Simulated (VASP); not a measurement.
Input of a VASP 6.6.1 run:

Contents of INCAR:

```
SYSTEM = Y
PREC     = Accurate       ! precision mode
ENCUT    = 520            ! plane-wave cutoff, eV
EDIFF    = 1E-8           ! SCF threshold, eV
ISMEAR   = -1             ! smearing method
SIGMA    = 0.05           ! smearing width, eV
LREAL    = .FALSE.        ! projectors in reciprocal space
LASPH    = .TRUE.         ! aspherical terms in the spheres
NELM     = 80             ! most SCF steps
ALGO     = Normal         ! electronic algorithm
ISIF     = 2              ! what is computed and relaxed
LWAVE    = .FALSE.        ! write WAVECAR
LCHARG   = .FALSE.        ! write CHGCAR
GGA      = CA             ! functional
LEFG     = .TRUE.       
NBANDS   = 12             ! bands
```

Contents of KPOINTS:

```
Automatic mesh
0
G
  13 13 13
  0 0 0
```

File POSCAR:

```
Y
1.0
    0.0497000000      2.5098500000      2.5098500000
    2.5098500000      0.0497000000      2.5098500000
    2.5098500000      2.5098500000      0.0497000000
Y
1
Direct
    0.0000000000      0.0000000000      0.0000000000
```

Potentials or basis: VASP PAW LDA potentials, release 64 (Y_sv).

Command:

```sh
$ cat potpaw_LDA.64/Y_sv/POTCAR > POTCAR
$ mpirun -np 1 vasp_std > vasp.out
```

Question: What does it give for the band gap on the k mesh?

Answer: Zero (an odd number of electrons rules out a gap without spin polarisation).

Question: What does it give for the pressure?

Answer: -1.8 GPa.

Electric field gradients, principal values (V/Å²):
| atom | least | middle | greatest (by size) |
| --- | --- | --- | --- |
| 1 Y | 6.746 | 6.746 | -13.492 |

Caveat: the cell differs from its parent crystal (equal xy, yz and zx shear strains of +2 %); without QUAD_EFG the Cq values of the log hold for a quadrupole moment of 1 mb, not for the nuclei.
